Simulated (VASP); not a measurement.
Input of a VASP 6.6.1 run:

INCAR

```
SYSTEM = Mo
ALGO     = Fast           ! electronic algorithm
EDIFF    = 1E-6           ! SCF threshold, eV
ENCUT    = 520            ! plane-wave cutoff, eV
GGA      = PS             ! functional
ISIF     = 2              ! what is computed and relaxed
ISMEAR   = 0              ! smearing method
LASPH    = .True.         ! aspherical terms in the spheres
LCHARG   = .False.        ! write CHGCAR
LREAL    = .False.        ! projectors in reciprocal space
LWAVE    = .False.        ! write WAVECAR
NBANDS   = 13             ! bands
NELM     = 100            ! most SCF steps
PREC     = Accurate       ! precision mode
SIGMA    = 0.1            ! smearing width, eV
```

KPOINTS

```
k-points
0
Gamma
  8 8 8
  0 0 0
```

The input POSCAR:

```
Mo
1.0
   -1.5659380062      1.5659380062      1.5659380062
    1.5659380062     -1.5659380062      1.5659380062
    1.5659380062      1.5659380062     -1.5659380062
Mo
1
Direct
    0.0000000000      0.0000000000      0.0000000000
```

Potentials or basis: VASP PAW PBE potentials, release 64 (Mo_sv).

Command:

```sh
$ cat potpaw_PBE.64/Mo_sv/POTCAR > POTCAR
$ mpirun -np 1 vasp_std > vasp.out
```

(1) Predict the pressure.

(2) Predict the band gap on the k mesh.

Results:

(1) 0.6 GPa.

(2) zero (band 7 reaches 16.86 eV, above the bottom of band 8 at 11.35 eV).

Caveat: the PAW data sets were made with another functional, which shifts forces and pressure a little.
